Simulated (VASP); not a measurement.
Set up this calculation in VASP 6.6.1, as the native input.

```yaml
Task: single point
Functional: LDA
Potentials_or_basis: VASP PAW LDA potentials, release 64 (Sc_sv)
Cutoff: 520 eV
k_mesh: 13 × 13 × 7
Occupations: fermi-dirac, width 0.03 eV
Spin: no spin polarisation
Dipole_correction: no
Further_INCAR_settings: ALGO = Normal; EDIFF = 1e-07; NBANDS = 18
```

The structure of Sc lies in POSCAR:

```
Sc
1.0
    3.2757099183      0.0000000000      0.0000000000
   -1.6378549591      2.8368480047      0.0000000000
    0.0000000000      0.0000000000      5.2680000000
Sc
2
Direct
    0.3333333333      0.6666666667      0.2500000000
    0.6666666667      0.3333333333      0.7500000000
```

This cell differs from its parent crystal: equal xx and yy strain of -1 %.

These files were run (other wordings do the same):

INCAR

```
ALGO = Normal
EDIFF = 1E-7
ENCUT = 520
GGA = CA
ISIF = 2
ISMEAR = -1
LASPH = T
LCHARG = F
LREAL = F
LWAVE = F
NBANDS = 18
NELM = 100
PREC = Accurate
SIGMA = 0.03
```

KPOINTS

```
k-points
0
Gamma
  13 13 7
```

Potentials or basis: VASP PAW LDA potentials, release 64 (Sc_sv).

The run is started by

```console
$ cat potpaw_LDA.64/Sc_sv/POTCAR > POTCAR
$ mpirun -np 1 vasp_std > vasp.out
```

It gave:

```json
{
 "Pressure": "-4.3 GPa",
 "Band gap on the k mesh": "zero (band 11 reaches 4.19 eV, above the bottom of band 12 at 3.01 eV)"
}
```

Caveat: the cell differs from its parent crystal (equal xx and yy strain of -1 %).

It took 25 s on 1 thread of Intel(R) Xeon(R) Platinum 8488C (Sapphire Rapids), on a shared host, peak memory 0.17 GiB.
